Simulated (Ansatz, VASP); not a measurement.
## SnTe: VASP beside Ansatz

The input INCAR:

```
SYSTEM = SnTe
ALGO = Normal ; EDIFF = 1E-7
ENCUT = 520 ; GGA = PE
ISIF = 2 ; ISMEAR = 0
LASPH = .TRUE. ; LCHARG = .FALSE.
LREAL = .FALSE. ; LWAVE = .FALSE.
NBANDS = 17 ; NELM = 60
PREC = Accurate ; SIGMA = 0.1
```

Contents of KPOINTS:

```
k-points
0
G
  4 4 6
  0 0 0
```

File POSCAR:

```
SnTe
1.0
    5.0973204600      0.0000000000      0.0000000000
    0.0000000000      5.0973204600      0.0000000000
    0.0000000000      0.0000000000      2.6584238400
Sn Te
1 1
Direct
    0.5000000000      0.5000000000      0.5000000000
    0.0000000000      0.0000000000      0.0000000000
```

Input for Ansatz:

```yaml
crystal:
  lattice:
    - [5.09732046, 0.0, 0.0]
    - [0.0, 5.09732046, 0.0]
    - [0.0, 0.0, 2.65842384]
  atoms:
    - { symbol: Sn, position: [0.5, 0.5, 0.5] }
    - { symbol: Te, position: [0.0, 0.0, 0.0] }
basis:
  ecutwfc: 420
kpoints:
  mp_grid: { grid: [4, 4, 6] }
hamiltonian:
  xc: pbe
scf:
  occupations: { method: gaussian, width: 0.1 }
  lower_state_search: "off"
output:
  forces: true
  stress: true
  eigenvalues: true
```

Alike in both runs: task single point; functional PBE; k mesh 4 × 4 × 6; occupations gaussian, width 0.1 eV; no spin polarisation.

```csv
,VASP,Ansatz
version,VASP 6.6.1,Ansatz 0.2.0
potentials or method,"VASP PAW PBE potentials, release 64 (Sn_d, Te), cutoff 520 eV","scalar-relativistic, plane waves, PAW"
valence electrons in the cell,20,30
```

Ansatz gave:

```
gap on the k mesh at the Fermi level (eV)                     : none
pressure (GPa)                                                : 4.9
traceless stress, the component that is largest in VASP (GPa) : 13.88
```

Estimate VASP's values.

gap on the k mesh at the Fermi level (eV): none; pressure (GPa): 4.8; traceless stress, the component that is largest in VASP (GPa): 13.88.

A gap of «none» marks a metal or a gap that the smearing closes. The functional is the same, so the differences come from potentials, cutoffs and numerics. VASP's potentials hold 20 valence electrons a cell and Ansatz's 30, so a difference there can come from the potentials and not from the codes.

The k mesh is coarse, so the values compare programs but aren't converged. Spin-orbit coupling is off throughout.
